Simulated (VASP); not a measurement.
Input of a VASP 6.6.1 run:

File INCAR:

```
SYSTEM = MgO
ALGO = Normal ; EDIFF = 1E-6
ENCUT = 520 ; GGA = PS
ISIF = 2 ; ISMEAR = 0
LASPH = .True. ; LCHARG = .False.
LREAL = .False. ; LWAVE = .False.
NBANDS = 26 ; NELM = 60
PREC = Accurate ; SIGMA = 0.05
```

KPOINTS

```
k-points
0
Gamma
  9 9 4
  0 0 0
```

POSCAR

```
MgO
1.0
    3.2553371795      0.0000000000      0.0000000000
   -1.6276685897      2.8192046953      0.0000000000
    0.0000000000      0.0000000000     10.4149514991
Mg O
4 4
Direct
    0.3333333333      0.6666666667      0.9695963559
    0.0000000000      0.0000000000      0.2209473890
    0.0000000000      0.0000000000      0.7209473890
    0.6666666667      0.3333333333      0.4695963559
    0.3333333333      0.6666666667      0.7799156657
   -0.0798688387      0.0000000000      0.5794669904
    0.0000000000      0.0000000000      0.0295387694
    0.6666666667      0.3333333333      0.2799156657
```

Potentials or basis: VASP PAW PBE potentials, release 64 (Mg, O).

Run with:

```sh
$ cat potpaw_PBE.64/Mg/POTCAR potpaw_PBE.64/O/POTCAR > POTCAR
$ mpirun -np 1 vasp_std > vasp.out
```

**Question.** Estimate the pressure.

**Answer.** 10.7 GPa.

**Question.** Predict the largest force.

**Answer.** 18.822 eV/Å.

**Question.** Predict the band gap on the k mesh.

**Answer.** 1.28 eV, direct.

Stress tensor (GPa, compression positive):
```
 0.42  0.62  6.67
 0.62 -0.90 -0.66
 6.67 -0.66 32.60
```

Caveat: the cell differs from its parent crystal (atom 6 (O) moved by -0.260 Å along [1 0 0] and +0.520 Å along [0 0 1]); the PAW data sets were made with another functional, which shifts forces and pressure a little. A k mesh can miss the band edges.
